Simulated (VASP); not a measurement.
# YN (l.bB) (Fm-3m) in VASP: a series of runs

Runs on YN (l.bB). Level: LDA. Tasks: single point, relaxation of cell and atoms.

Everything below comes from runs of VASP 6.6.1. Logs are shortened: lines on timing, memory, paths and dates and some standing lists are left out, and cuts for length are marked.

## (1) The cell of the first run

The structure is cubic, space group Fm-3m (No. 225). Conventional cell: a = 4.820 Å, b = 4.820 Å, c = 4.820 Å, α = 90.00°, β = 90.00°, γ = 90.00°. Y (site symmetry m-3m) has 6 N at 2.41 Å within 3.2 Å. Within 3.2 Å of N (site symmetry m-3m) lie 6 Y at 2.41 Å.

## (2) Single point, LDA

The input, INCAR:

```
PREC     = Accurate       # precision mode
ENCUT    = 600            # plane-wave cutoff, eV
EDIFF    = 1E-6           # SCF threshold, eV
ISMEAR   = 0              # smearing method
SIGMA    = 0.01           # smearing width, eV
LREAL    = False          # projectors in reciprocal space
LASPH    = True           # aspherical terms in the spheres
NELM     = 120            # most SCF steps
ALGO     = Normal         # electronic algorithm
ISIF     = 2              # what is computed and relaxed
LWAVE    = False          # write WAVECAR
LCHARG   = False          # write CHGCAR
GGA      = CA             # functional
NBANDS   = 15             # bands
GGA_COMPAT= False
```

The input, KPOINTS:

```
Automatic mesh
0
Gamma
  12 12 12
```

The input, POSCAR:

```
YN
1.0
    0.0000000000      2.4100689741      2.4100689741
    2.4100689741      0.0000000000      2.4100689741
    2.4100689741      2.4100689741      0.0000000000
Y N
1 1
Direct
    0.0000000000      0.0000000000      0.0000000000
    0.5000000000      0.5000000000      0.5000000000
```

Potentials or basis: VASP PAW LDA potentials, release 64 (Y_sv, N).

Command:

```sh
$ cat potpaw_LDA.64/Y_sv/POTCAR potpaw_LDA.64/N/POTCAR > POTCAR
$ mpirun -np 1 vasp_std > vasp.out
```

OUTCAR:

```text
PREC = Accurate
   ENCUT = 600
   EDIFF = 1E-6
   ISMEAR = 0
   LREAL = False
   LASPH = True
   NELM = 120
   ISIF = 2
   GGA = CA

 ion  position               nearest neighbor table
   1  0.000  0.000  0.000-   2 2.41   2 2.41   2 2.41   2 2.41   2 2.41   2 2.41
   2  0.500  0.500  0.500-   1 2.41   1 2.41   1 2.41   1 2.41   1 2.41   1 2.41

  LATTYP: Found a face centered cubic cell.
 ALAT       =     4.8201379482

  Lattice vectors:

 A1 = (   0.0000000000,   2.4100689741,   2.4100689741)
 A2 = (   2.4100689741,   0.0000000000,   2.4100689741)
 A3 = (   2.4100689741,   2.4100689741,   0.0000000000)

Analysis of symmetry for initial positions (statically):
=====================================================================
 Subroutine PRICEL returns:
 Original cell was already a primitive cell.

 Routine SETGRP: Setting up the symmetry group for a
 face centered cubic supercell.

 Subroutine GETGRP returns: Found 48 space group operations
 (whereof 48 operations were pure point group operations)
 out of a pool of 48 trial point group operations.

The static configuration has the point symmetry O_h .

Analysis of symmetry for dynamics (positions and initial velocities):
=====================================================================
 Subroutine PRICEL returns:
 Original cell was already a primitive cell.

 Routine SETGRP: Setting up the symmetry group for a
 face centered cubic supercell.

 Subroutine GETGRP returns: Found 48 space group operations
 (whereof 48 operations were pure point group operations)
 out of a pool of 48 trial point group operations.

The dynamic configuration has the point symmetry O_h .

 Subroutine INISYM returns: Found 48 space group operations
 (whereof 48 operations are pure point group operations),
 and found     1 'primitive' translations

----------------------------------------------------------------------------------------

                                     Primitive cell

  volume of cell :      27.9974

  direct lattice vectors                    reciprocal lattice vectors
     0.000000000  2.410068974  2.410068974    -0.207462942  0.207462942  0.207462942
     2.410068974  0.000000000  2.410068974     0.207462942 -0.207462942  0.207462942
     2.410068974  2.410068974  0.000000000     0.207462942  0.207462942 -0.207462942

  length of vectors
     3.408352229  3.408352229  3.408352229     0.359336356  0.359336356  0.359336356

  position of ions in fractional coordinates (direct lattice)
     0.000000000  0.000000000  0.000000000
     0.500000000  0.500000000  0.500000000

  ion indices of the primitive-cell ions
   primitive index   ion index
                 1           1
                 2           2

----------------------------------------------------------------------------------------

 KPOINTS: Automatic mesh

Automatic generation of k-mesh.
 Grid dimensions read from file:
 generate k-points for:   12   12   12

 Generating k-lattice:

  Cartesian coordinates                     Fractional coordinates (reciprocal lattice)
    -0.017288579  0.017288579  0.017288579     0.083333333  0.000000000  0.000000000
     0.017288579 -0.017288579  0.017288579     0.000000000  0.083333333  0.000000000
     0.017288579  0.017288579 -0.017288579     0.000000000  0.000000000  0.083333333

  Length of vectors
     0.029944696  0.029944696  0.029944696

  Shift w.r.t. Gamma in fractional coordinates (k-lattice)
     0.000000000  0.000000000  0.000000000

 Subroutine IBZKPT returns following result:
 ===========================================

 Found     72 irreducible k-points:

 Following reciprocal coordinates:
            Coordinates               Weight
  0.000000  0.000000  0.000000      1.000000
  0.083333  0.000000  0.000000      8.000000
  0.166667  0.000000  0.000000      8.000000
  0.250000  0.000000  0.000000      8.000000
  0.333333  0.000000  0.000000      8.000000
  0.416667  0.000000  0.000000      8.000000
[... 16 lines left out ...]
  0.500000  0.166667  0.000000     24.000000
 -0.416667  0.166667  0.000000     24.000000
 [... further k-points ...]
   k-points           NKPTS =     72   k-points in BZ     NKDIM =     72   number of bands    NBANDS=     15
   number of dos      NEDOS =    301   number of ions     NIONS =      2
   total plane-waves  NPLWV =  21952
   dimension x,y,z NGX =    28 NGY =   28 NGZ =   28
   dimension x,y,z NGXF=    56 NGYF=   56 NGZF=   56
   ions per type =               1   1
   NGX,Y,Z   is equivalent  to a cutoff of  13.66, 13.66, 13.66 a.u.
   NGXF,Y,Z  is equivalent  to a cutoff of  27.31, 27.31, 27.31 a.u.
 SYSTEM =  unknown system
   PREC   = accura    normal or accurate (medium, high low for compatibility)
   ISTART =      0    job   : 0-new  1-cont  2-samecut
   ICHARG =      2    charge: 1-file 2-atom 10-const
   ISPIN  =      1    spin polarized calculation?
   LNONCOLLINEAR =      F non collinear calculations
   LSORBIT =      F    spin-orbit coupling
   LASPH  =      T    aspherical Exc in radial PAW
   ENCUT  =  600.0 eV  44.10 Ry    6.64 a.u.   6.81  6.81  6.81*2*pi/ulx,y,z
   NELM   =    120;   NELMIN=  2; NELMDL= -5     # of ELM steps
   EDIFF  = 0.1E-05   stopping-criterion for ELM
   LREAL  =      F    real-space projection
   EDIFFG = 0.1E-04   stopping-criterion for IOM
   NSW    =      0    number of steps for IOM
   IBRION =     -1    ionic relax: 0-MD 1-quasi-New 2-CG
   NFREE  =      0    steps in history (QN), initial steepest desc. (CG)
   ISIF   =      2    stress and relaxation
   ISYM   =      2    0-nonsym 1-usesym 2-fastsym
   POTIM  = 0.5000    time-step for ionic-motion
   TEBEG  =    0.0;   TEEND  =   0.0 temperature during run
   PSTRESS=    0.0 pullay stress
   NELECT =      16.0000    total number of electrons
   NUPDOWN=      -1.0000    fix difference up-down
   EMIN   =  10.00;   EMAX   =-10.00  energy-range for DOS
   EFERMI =   0.00;   METHOD = LEGACY
   ISMEAR =     0;   SIGMA  =   0.01  broadening in eV -4-tet -1-fermi 0-gaus
   EFERMI_NEDOS =   21; number of points for ismear=-14 and -15
   IALGO  =     38    algorithm
   IMIX   =      4    mixing-type and parameters
     AMIX     =   0.40;   BMIX     =  1.00
     AMIX_MAG =   1.60;   BMIX_MAG =  1.00
  volume/ion in A,a.u.               =      14.00        94.47
  Fermi-wavevector in a.u.,A,eV,Ry     =   1.358549  2.567286 25.111672  1.845656
  Thomas-Fermi vector in A             =   2.485373
   LORBIT       =      0    0 simple, 1 ext, 2 COOP (PROOUT), +10 PAW based schemes
   GGA     = CA    functional components
   LHFCALC =     F    Hartree Fock is set to
   AEXX    =    0.0000 exact exchange contribution
   IVDW    =     0    specifies the selected vdW correction
   LEPSILON=     F    determine dielectric tensor
   LRPA    =     F    only Hartree local field effects (RPA)
 non-spin polarized calculation
 Gauss-broadening in eV      SIGMA  =   0.01
  energy-cutoff  :      600.00
  volume of cell :       28.00
 maximum number of plane-waves:       950
   NGX = 13   NGY = 13   NGZ = 13

 number of electron      16.0000000 magnetization

 Free energy of the ion-electron system (eV)
  ---------------------------------------------------
  ext. energy  EPLUGINS =         0.00000000
  ---------------------------------------------------
  free energy    TOTEN  =       -19.88800155 eV

  energy without entropy =      -19.88798657  energy(sigma->0) =      -19.88799406

 E-fermi :   4.2008     XC(G=0): -11.7924

 val. band max:        4.1956213766   @ k =   0.0000   0.0000   0.0000
 cond. band min:       4.2059785475   @ k =   0.5000   0.5000   0.0000
 fundamental gap:      0.0103571709
 Fermi energy:         4.2007998488

 k-point     1 :       0.0000    0.0000    0.0000
  band No.  band energies     occupation
      1     -36.1664      2.00000
      2     -15.8937      2.00000
      3     -15.8937      2.00000
      4     -15.8937      2.00000
      5      -8.6093      2.00000
      6       4.1956      1.53610
      7       4.1956      1.53604
      8       4.1956      1.53604
      9       7.3100      0.00000
     10       7.3100      0.00000
     11       7.3100      0.00000
     12       8.7395      0.00000
     13       9.4417      0.00000
     14       9.4417      0.00000
     15      15.0734      0.00000

 k-point     2 :       0.0833    0.0000    0.0000
  band No.  band energies     occupation
      1     -36.1565      2.00000
      2     -16.0007      2.00000
      3     -15.9004      2.00000
      4     -15.9004      2.00000
      5      -8.4658      2.00000
      6       3.7324      2.00000
      7       3.9320      2.00000
      8       3.9320      2.00000
      9       7.3776      0.00000
     10       7.4937      0.00000
     11       7.4937      0.00000
     12       9.1445      0.00000
     13       9.8257      0.00000
     14       9.8257      0.00000
     15      15.5594      0.00000

 k-point     3 :       0.1667    0.0000    0.0000
  band No.  band energies     occupation
      1     -36.1293      2.00000
      2     -16.2768      2.00000
      3     -15.9184      2.00000
      4     -15.9184      2.00000
      5      -8.0856      2.00000
      6       2.7429      2.00000
      7       3.3499      2.00000
      8       3.3499      2.00000
      9       7.5398      0.00000
     10       7.9912      0.00000
     11       7.9912      0.00000
     12      10.0885      0.00000
     13      10.7925      0.00000
     14      10.7925      0.00000
     15      16.8168      0.00000

 k-point     4 :       0.2500    0.0000    0.0000
  band No.  band energies     occupation
      1     -36.0919      2.00000
      2     -16.6225      2.00000
      3     -15.9428      2.00000
      4     -15.9428      2.00000
      5      -7.5836      2.00000
      6       1.6850      2.00000
      7       2.7350      2.00000
      8       2.7350      2.00000
      9       7.8979      0.00000
     10       8.7316      0.00000
     11       8.7316      0.00000
     12      11.1060      0.00000
     13      12.0287      0.00000
     14      12.0287      0.00000
     15      18.2088      0.00000
[... 307 lines left out ...]
 k-point    22 :       0.4167    0.1667    0.0000
  band No.  band energies     occupation
      1     -36.0238      2.00000
      2     -16.9405      2.00000
      3     -16.1158      2.00000
      4     -16.0766      2.00000
      5      -7.2011      2.00000
      6       0.9392      2.00000
      7       2.2691      2.00000
      8       2.6246      2.00000
      9       7.1711      0.00000
     10      10.6718      0.00000
     11      10.9606      0.00000
     12      11.8444      0.00000
     13      12.6259      0.00000
     14      14.7096      0.00000
     15      18.0897      0.00000

 k-point    23 :       0.5000    0.1667    0.0000
  band No.  band energies     occupation
      1     -36.0042      2.00000
      2     -17.0715      2.00000
      3     -16.1737      2.00000
      4     -16.0656      2.00000
      5      -6.9967      2.00000
      6       0.6660      2.00000
      7       2.0978      2.00000
      8       2.2504      2.00000
      9       8.1320      0.00000
     10      10.4274      0.00000
     11      11.0940      0.00000
     12      12.5879      0.00000
     13      13.8694      0.00000
     14      14.9581      0.00000
     15      17.4003      0.00000

 k-point    24 :      -0.4167    0.1667    0.0000
  band No.  band energies     occupation
      1     -36.0016      2.00000
      2     -17.0884      2.00000
      3     -16.2161      2.00000
      4     -16.0351      2.00000
      5      -6.9166      2.00000
      6       0.5236      2.00000
      7       2.0298      2.00000
      8       2.1977      2.00000
      9       9.1994      0.00000
     10       9.6863      0.00000
     11      10.6083      0.00000
     12      12.6527      0.00000
     13      14.7081      0.00000
     14      14.8786      0.00000
     15      17.3973      0.00000

 [... further k-points ...]

------------------------ aborting loop because EDIFF is reached ----------------------------------------

  FORCE on cell =-STRESS in cart. coord.  units (eV):
  Direction    XX          YY          ZZ          XY          YZ          ZX
  --------------------------------------------------------------------------------------
  -------------------------------------------------------------------------------------
  Total        0.0212209      0.0212209      0.0212209      0.0000000      0.0000000      0.0000000
  in kB        1.2143830      1.2143830      1.2143830      0.0000000      0.0000000      0.0000000
  external PRESSURE =       1.2143830 kB  Pullay stress =       0.0000000 kB

 VOLUME and BASIS-vectors are now :
 -----------------------------------------------------------------------------
  energy-cutoff  :      600.00
  volume of cell :       28.00
      direct lattice vectors                 reciprocal lattice vectors
     0.000000000  2.410068974  2.410068974    -0.207462942  0.207462942  0.207462942
     2.410068974  0.000000000  2.410068974     0.207462942 -0.207462942  0.207462942
     2.410068974  2.410068974  0.000000000     0.207462942  0.207462942 -0.207462942

 POSITION                                       TOTAL-FORCE (eV/Angst)
 -----------------------------------------------------------------------------------
      0.00000      0.00000      0.00000         0.000000      0.000000      0.000000
      2.41007      2.41007      2.41007        -0.000000     -0.000000     -0.000000
 -----------------------------------------------------------------------------------
    total drift:                                0.000000      0.000000      0.000000

  FREE ENERGIE OF THE ION-ELECTRON SYSTEM (eV)
  ---------------------------------------------------
  free  energy   TOTEN  =       -19.8880015470 eV

  energy  without entropy=      -19.8879865654  energy(sigma->0) =      -19.88799406
```

Wall time 53 s (1 thread of Intel Xeon 8259CL, shared host); peak memory 0.19 GiB.

What came out:

* Free energy: -19.8880 eV
* Pressure: 0.1 GPa
* Band gap on the k mesh: 0.01 eV, indirect (least direct gap 0.36 eV)

## (3) Single point, LDA

The input, INCAR:

```
  PREC = Accurate
  ENCUT = 600
  EDIFF = 1E-6
  ISMEAR = 0
  SIGMA = 0.1
  LREAL = F
  LASPH = T
  NELM = 120
  ALGO = Normal
  ISIF = 2
  LWAVE = F
  LCHARG = F
  NBANDS = 15
  GGA_COMPAT = F
```

The input, KPOINTS:

```
regular mesh
0
Gamma
  16 16 16
```

The input, POSCAR:

```
YN
1.0
    0.0000000000      2.4099550948      2.4099550948
    2.4099550948      0.0000000000      2.4099550948
    2.4099550948      2.4099550948      0.0000000000
Y N
1 1
Direct
    0.0000000000      0.0000000000      0.0000000000
    0.5000000000      0.5000000000      0.5000000000
```

Potentials or basis: VASP PAW LDA potentials, release 64 (Y_sv, N).

Command:

```sh
$ cat potpaw_LDA.64/Y_sv/POTCAR potpaw_LDA.64/N/POTCAR > POTCAR
$ mpirun -np 1 vasp_std > vasp.out
```

Wall time 2 min (1 thread of Intel Xeon 8259CL, shared host); peak memory 0.23 GiB.

The run converged. Its results:

| Item | Value |
| --- | --- |
| Free energy | -19.8885 eV |
| Pressure | 0.1 GPa |

Levels at points of the mesh, in eV from the Fermi level:
```
           k point  band 6  band 7  band 8  band 9  band 10  band 11
(0.00, 0.00, 0.00)   -0.01   -0.01   -0.01    3.10     3.10     3.10
(0.50, 0.00, 0.00)   -4.27   -2.40   -2.40    5.86     6.57     6.57
(0.50, 0.50, 0.00)   -1.40   -0.36   -0.36    0.00     7.10     7.70
```

(Continued in part 2 of 2.)
